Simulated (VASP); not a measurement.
The system is Tc.

```
CELL_PARAMETERS angstrom
3.85000 0.00000 0.00000
0.00000 3.85000 0.00000
0.00000 0.00000 3.85000
ATOMIC_POSITIONS crystal
Tc 0.00000 0.00000 0.00000
Tc 0.00000 0.50000 0.50000
Tc 0.50000 0.00000 0.50000
Tc 0.50000 0.50000 0.00000
```

This isn't the form of Tc at room conditions, which is hcp.

```yaml
Program: VASP 6.6.1
Task: relaxation of volume and atoms at fixed shape
Functional: PBEsol
Potentials_or_basis: VASP PAW PBE potentials, release 64 (Tc_pv)
Cutoff: 600 eV
k_mesh: 5 × 5 × 5
Occupations: fermi-dirac, width 0.05 eV
Spin: no spin polarisation
```

At the start: pressure -4.2 GPa; volume 14.27 Å³/atom.

How do energy, volume and symmetry change on relaxing?

Over 3 steps the energy falls by 2.5 meV/atom and the volume is 14.08 Å³/atom (-1.3 %); space group Fm-3m (No. 225, to 0.1 Å) before and after.

Step by step:
| step | energy change (eV) | largest force (eV/Å) | pressure (GPa) | volume (Å³) |
| --- | --- | --- | --- | --- |
| 1 | 0.0000 | 0.0000 | -4.18 | 57.07 |
| 2 | 0.0870 | 0.0000 | 14.30 | 54.05 |
| 3 | -0.0101 | 0.0000 | -0.07 | 56.32 |

Final structure:
```
Tc
1.0
     3.83309    0.00000    0.00000
     0.00000    3.83309    0.00000
     0.00000    0.00000    3.83309
Tc
4
Direct
  0.00000 0.00000 0.00000
  0.00000 0.50000 0.50000
  0.50000 0.00000 0.50000
  0.50000 0.50000 0.00000
```

Caveat: the PAW data sets were made with another functional, which shifts forces and pressure a little.
